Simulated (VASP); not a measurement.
A run of VASP 6.6.1 is set up as follows.

Contents of INCAR:

```
SYSTEM = Pd
  ALGO = Fast
  EDIFF = 1E-7
  ENCUT = 520
  GGA = PE
  ISIF = 2
  ISMEAR = 0
  LASPH = .TRUE.
  LCHARG = .FALSE.
  LREAL = .FALSE.
  LWAVE = .FALSE.
  NBANDS = 28
  NELM = 100
  PREC = Accurate
  SIGMA = 0.15
```

Contents of KPOINTS:

```
k-points
0
G
  24 24 6
  0 0 0
```

The input POSCAR:

```
Pd
1.0
    2.7348697544      0.0000000000      0.0000000000
   -1.3674348772      2.3684666833      0.0000000000
    0.0000000000      0.0000000000      9.4821566831
Pd
4
Direct
    0.0000000000      0.0000000000      0.0000000000
    0.3333333333      0.6666666667      0.2500000000
    0.0000000000      0.0000000000      0.5000000000
    0.6666666667      0.3333333333      0.7500000000
```

Potentials or basis: VASP PAW PBE potentials, release 64 (Pd).

The run is started by

```console
$ cat potpaw_PBE.64/Pd/POTCAR > POTCAR
$ mpirun -np 1 vasp_std > vasp.out
```

Task: Predict the band gap on the k mesh.

Result: Zero (bands 20 and 21 overlap by 0.92 eV).

Task: What does it give for the pressure?

Result: 0.4 GPa.

Stress tensor (GPa, compression positive):
```
 2.76  0.00  0.00
 0.00  2.76  0.00
 0.00  0.00 -4.47
```
